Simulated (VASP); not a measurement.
Set up this calculation in VASP 6.6.1, as the native input.

```
Task                   : relaxation of cell and atoms
Functional             : RPBE
Potentials or basis    : VASP PAW PBE potentials, release 64 (Pt)
Cutoff                 : 600 eV
k mesh                 : 12 × 12 × 12
Occupations            : fermi-dirac, width 0.05 eV
Spin                   : no spin polarisation
Dipole correction      : no
Further INCAR settings : ALGO = Fast; EDIFF = 1e-06; IBRION = 2; EDIFFG = -0.01; NSW = 60; ISIF = 3
```

The structure of Pt lies in POSCAR:

```
Pt
1.0
   -1.5842200000      1.5842200000      1.5842200000
    1.5842200000     -1.5842200000      1.5842200000
    1.5842200000      1.5842200000     -1.5842200000
Pt
1
Direct
    0.0000000000      0.0000000000      0.0000000000
```

The input as run:

INCAR

```
SYSTEM = Pt
  PREC = Accurate
  ENCUT = 600
  EDIFF = 1E-6
  ISMEAR = -1
  SIGMA = 0.05
  LREAL = .FALSE.
  LASPH = .TRUE.
  NELM = 100
  ALGO = Fast
  ISIF = 3
  LWAVE = .FALSE.
  LCHARG = .FALSE.
  GGA = RP
  IBRION = 2
  NSW = 60
  EDIFFG = -0.01
```

KPOINTS

```
Automatic mesh
0
G
  12 12 12
  0 0 0
```

Potentials or basis: VASP PAW PBE potentials, release 64 (Pt).

Command:

```sh
$ cat potpaw_PBE.64/Pt/POTCAR > POTCAR
$ mpirun -np 1 vasp_std > vasp.out
```

Results of the run:

The relaxed volume is 16.07 Å³/atom, the relaxed cell is a = 2.753 Å, b = 2.753 Å, c = 2.753 Å, α = 109.47°, β = 109.47°, γ = 109.47° and the space group after relaxing (to 0.05 Å) is Im-3m (No. 229). The energy gained by relaxing is 1.1 meV/atom. The ionic steps are 6. The pressure after relaxing is 0.0 GPa and the band gap on the k mesh is zero (band 5 reaches 10.96 eV, above the bottom of band 6 at 8.86 eV).

Caveat: the PAW data sets were made with another functional, which shifts forces and pressure a little; spin-orbit coupling is left out, which moves the levels of the heavy elements.

Run time: 50 s on 1 thread of Intel(R) Xeon(R) Platinum 8375C CPU @ 2.90GHz (Ice Lake), with other jobs on the host, peak memory 0.16 GiB.
